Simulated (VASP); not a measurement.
Set up this calculation in VASP 6.6.1, as the native input.

```
Task                   : single point
Functional             : r2SCAN
Dispersion             : D4
Potentials or basis    : VASP PAW PBE potentials, release 64 (Cs_sv, H)
Cutoff                 : 550 eV
k mesh                 : 5 × 5 × 5
Occupations            : gaussian, width 0.01 eV
Spin                   : no spin polarisation
Dipole correction      : no
Further INCAR settings : ALGO = Normal; EDIFF = 1e-06; NBANDS = 12
```

Crystal: CsH.

```
Cs H
1.0
     0.00000    3.13396    3.13396
     3.13396    0.00000    3.13396
     3.13396    3.13396    0.00000
Cs H
1 1
Direct
  0.00000 0.00000 0.00000
  0.50000 0.50000 0.50000
```

The input as run:

POSCAR

```
CsH
1.0
    0.0000000000      3.1339556611      3.1339556611
    3.1339556611      0.0000000000      3.1339556611
    3.1339556611      3.1339556611      0.0000000000
Cs H
1 1
Direct
    0.0000000000      0.0000000000      0.0000000000
    0.5000000000      0.5000000000      0.5000000000
```

INCAR.step1

```
ALGO = Normal
EDIFF = 1E-5
ENCUT = 550
GGA = PE
GGA_COMPAT = False
ISMEAR = 0
LASPH = True
LCHARG = False
LREAL = False
LWAVE = True
NBANDS = 12
NELM = 120
PREC = Accurate
SIGMA = 0.01
```

INCAR.step2

```
ALGO = Normal
EDIFF = 1E-6
ENCUT = 550
GGA_COMPAT = False
ISIF = 2
ISMEAR = 0
ISTART = 1
IVDW = 13
LASPH = True
LCHARG = False
LMIXTAU = True
LREAL = False
LWAVE = False
METAGGA = R2SCAN
NBANDS = 12
NELM = 120
PREC = Accurate
SIGMA = 0.01
VDW_A1 = 0.51559235
VDW_A2 = 5.77342911
VDW_S6 = 1.0
VDW_S8 = 0.6018749
```

KPOINTS

```
k-points
0
Gamma
  5 5 5
```

Potentials or basis: VASP PAW PBE potentials, release 64 (Cs_sv, H).

Run with:

```bash
$ cat potpaw_PBE.64/Cs_sv/POTCAR potpaw_PBE.64/H/POTCAR > POTCAR
$ cp INCAR.step1 INCAR
$ mpirun -np 1 vasp_std > vasp.out
$ cp INCAR.step2 INCAR
$ mpirun -np 1 vasp_std > vasp.out
```

It gave:

```
Pressure                   : 0.2 GPa
Band gap on the k mesh     : 3.07 eV, direct
Dispersion energy per atom : -0.067 eV
```

Caveat: the PAW data sets were made with another functional, which shifts forces and pressure a little; spin-orbit coupling is left out, which moves the levels of the heavy elements.

Run time: 90 s on 1 thread of Intel Xeon 8259CL, on a shared host, peak memory 0.22 GiB.
